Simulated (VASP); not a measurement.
Here is a VASP 6.6.1 calculation.

The input INCAR:

```
ALGO = Normal ; EDIFF = 1E-6
ENCUT = 520 ; GGA = PE
ISIF = 2 ; ISMEAR = -1
LASPH = T ; LCHARG = F
LREAL = F ; LWAVE = F
NBANDS = 30 ; NELM = 100
PREC = Accurate ; SIGMA = 0.1
```

KPOINTS

```
k-points
0
Gamma
  12 12 4
```

POSCAR

```
Ta
1.0
    2.9382276328      0.0000000000      0.0000000000
   -1.4691138164      2.5445797721      0.0000000000
    0.0000000000      0.0000000000     10.0568000553
Ta
4
Direct
    0.0000000000      1.0000000000      1.0000000000
    0.0000000000      1.0000000000      0.5000000000
    0.3333333333      0.6666666667      0.2500000000
    0.6666666667      0.3333333333      0.7500000000
```

Potentials or basis: VASP PAW PBE potentials, release 64 (Ta_pv).

Launch:

```console
$ cat potpaw_PBE.64/Ta_pv/POTCAR > POTCAR
$ mpirun -np 1 vasp_std > vasp.out
```

Task: Estimate the pressure.

Result: 0.0 GPa.

Task: Predict the band gap on the k mesh.

Result: Zero (bands 22 and 23 overlap by 1.12 eV).

Caveat: spin-orbit coupling is left out, which moves the levels of the heavy elements.
